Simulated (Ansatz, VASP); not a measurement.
One calculation of BaF2, two programs

The input INCAR:

```
SYSTEM = BaF2
PREC     = Accurate       ! precision mode
ENCUT    = 600            ! plane-wave cutoff, eV
EDIFF    = 1E-6           ! SCF threshold, eV
ISMEAR   = 0              ! smearing method
SIGMA    = 0.02           ! smearing width, eV
LREAL    = .FALSE.        ! projectors in reciprocal space
LASPH    = .TRUE.         ! aspherical terms in the spheres
NELM     = 120            ! most SCF steps
ALGO     = Normal         ! electronic algorithm
ISIF     = 2              ! what is computed and relaxed
LWAVE    = .FALSE.        ! write WAVECAR
LCHARG   = .FALSE.        ! write CHGCAR
GGA      = PE             ! functional
NBANDS   = 19             ! bands
GGA_COMPAT= .FALSE.
```

The input KPOINTS:

```
regular mesh
0
G
  6 6 6
  0 0 0
```

POSCAR

```
BaF2
1.0
    0.0000000000      3.0263506594      3.0263506594
    3.0263506594      0.0000000000      3.0263506594
    3.0263506594      3.0263506594      0.0000000000
Ba F
1 2
Direct
    0.0000000000      0.0000000000      0.0000000000
    0.2500000000      0.2500000000      0.2500000000
    0.7500000000      0.7500000000      0.7500000000
```

Input for Ansatz:

```yaml
crystal:
  lattice:
    - [0.0, 3.0263506589, 3.0263506589]
    - [3.0263506589, 0.0, 3.0263506589]
    - [3.0263506589, 3.0263506589, 0.0]
  atoms:
    - { symbol: Ba, position: [0.0, 0.0, 0.0] }
    - { symbol: F, position: [0.25, 0.25, 0.25] }
    - { symbol: F, position: [0.75, 0.75, 0.75] }
basis:
  ecutwfc: 420
kpoints:
  mp_grid: { grid: [6, 6, 6] }
hamiltonian:
  xc: pbe
scf:
  occupations: { method: gaussian, width: 0.02 }
output:
  forces: true
  stress: true
  eigenvalues: true
```

Alike in both runs: task single point; functional PBE; k mesh 6 × 6 × 6; occupations gaussian, width 0.02 eV; no spin polarisation.

```csv
,VASP,Ansatz
version,VASP 6.6.1,Ansatz 0.2.0
potentials or method,"VASP PAW PBE potentials, release 64 (Ba_sv, F), cutoff 600 eV","scalar-relativistic, plane waves, PAW"
valence electrons in the cell,24,24
```

```tsv
	VASP	Ansatz	Ansatz less VASP
gap on the k mesh at the Fermi level (eV)	7.10	7.19	+0.084
least direct gap on the mesh (eV)	7.20	7.30	+0.099
pressure (GPa)	7.8	6.4	-1.43
```

Spin-orbit coupling is off throughout.
